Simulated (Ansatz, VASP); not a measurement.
## Two plane-wave programs on BeS

```
Be S
1.0
     0.00000    2.31730    2.31730
     2.31730    0.00000    2.31730
     2.31730    2.31730    0.00000
Be S
1 1
Direct
  0.00000 0.00000 0.00000
  0.50000 0.50000 0.50000
```

Alike in both runs: task single point; functional PBE; k mesh 8 × 8 × 8; no spin polarisation.

```csv
,VASP,Ansatz
version,VASP 6.6.1,Ansatz 0.2.0
potentials or method,"VASP PAW PBE potentials, release 64 (Be, S)","plane waves, PAW"
plane-wave cutoff (eV),520,420
occupations,"gaussian, width 0.01 eV",fixed
valence electrons in the cell,8,8
```

VASP gave:

| Quantity | Value |
| --- | --- |
| gap on the k mesh at the Fermi level (eV) | 1.00 |

What did Ansatz give for the same quantities?

gap on the k mesh at the Fermi level (eV): 0.99.
